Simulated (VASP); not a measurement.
GeSb4Te7, 12 atoms in the cell. Symmetry: P-3m1, No. 164, trigonal system. Conventional cell: a = 4.493 Å, b = 4.493 Å, c = 25.553 Å, α = 90.00°, β = 90.00°, γ = 120.00°. Within 4.0 Å of Ge (site symmetry -3m) lie 6 Te at 3.08 Å. Within 4.0 Å of Sb (site symmetry 3m) lie 6 Te at 3.06 to 3.24 Å. Within 4.0 Å of Sb (site symmetry 3m) lie 6 Te at 3.06 to 3.26 Å. Within 4.0 Å of Te (site symmetry 3m) lie 3 Sb at 3.06 Å. Within 4.0 Å of Te (site symmetry 3m) lie 3 Sb at 3.06 Å. Te (site symmetry 3m) has 3 Ge at 3.08 Å and 3 Sb at 3.26 Å within 4.0 Å. Within 4.5 Å of Te (site symmetry -3m) lie 6 Sb at 3.24 Å and 12 Te at 4.41 to 4.49 Å.  This cell differs from its parent crystal: equal strain along all axes, cell held: +4.0 %, then relaxed in part.

```yaml
Program: VASP 6.6.1
Task: single point
Functional: PBE
Potentials_or_basis: VASP PAW PBE potentials, release 64 (Ge_d, Sb, Te)
Cutoff: 500 eV
k_mesh: 12 × 12 × 2
Occupations: gaussian, width 0.02 eV
Spin: no spin polarisation
Dipole_correction: no
Further_INCAR_settings: ALGO = Normal; EDIFF = 1e-06; NBANDS = 50
```

Potentials or basis: VASP PAW PBE potentials, release 64 (Ge_d, Sb, Te).

Launch:

```sh
$ cat potpaw_PBE.64/Ge_d/POTCAR potpaw_PBE.64/Sb/POTCAR potpaw_PBE.64/Te/POTCAR > POTCAR
$ mpirun -np 1 vasp_std > vasp.out
```

Hardware: 1 thread of Oxide Virtual Turin-like Processor, on a shared host.

Task: How long does it take, and how much memory?

Result: Run time: 27 min on 1 thread of Oxide Virtual Turin-like Processor, on a shared host, peak memory 0.97 GiB. Counts: scf iterations 18, k points 38.
